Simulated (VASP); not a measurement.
Runs of VASP 6.6.1 on Sr. The structure is that of space group R-3m (No. 166), or close to it. The cells are those of the table. 

```tsv
cell	gap on the mesh (eV)	pressure (GPa)
a = 3.946 Å, angles 75.3°, 1 atom	none	(b)
a = 5.420 Å, angles 38.9°, 1 atom	none	3.0
a = 4.605 Å, angles 52.2°, 1 atom	none	-0.4
a = 4.100 Å, angles 67.3°, 1 atom	none	-0.7
a = 3.863 Å, angles 82.7°, 1 atom	none	-0.5
a = 4.205 Å, angles 63.2°, 1 atom	none	-0.8
a = 4.420 Å, angles 56.6°, 1 atom	none	-0.8
a = 4.942 Å, angles 45.7°, 1 atom	none	(a)
a = 5.915 Å, angles 33.6°, 1 atom	none	5.1
```

Alike in all rows: task single point; level PBEsol; potentials or basis VASP PAW PBE potentials, release 64 (Sr_sv); no spin polarisation; k mesh 10 × 10 × 10; cutoff (eV) 520; smearing gaussian 0.03 eV.

**Question.** Fill in the values left out.

**Answer.** (a) 0.8; (b) -0.6.

Caveats: the PAW data sets were made with another functional, which shifts forces and pressure a little.

A k mesh can miss the band edges, and the runs leave out spin-orbit coupling on Sr.

A gap of «none» marks levels without a gap at the run's occupations.
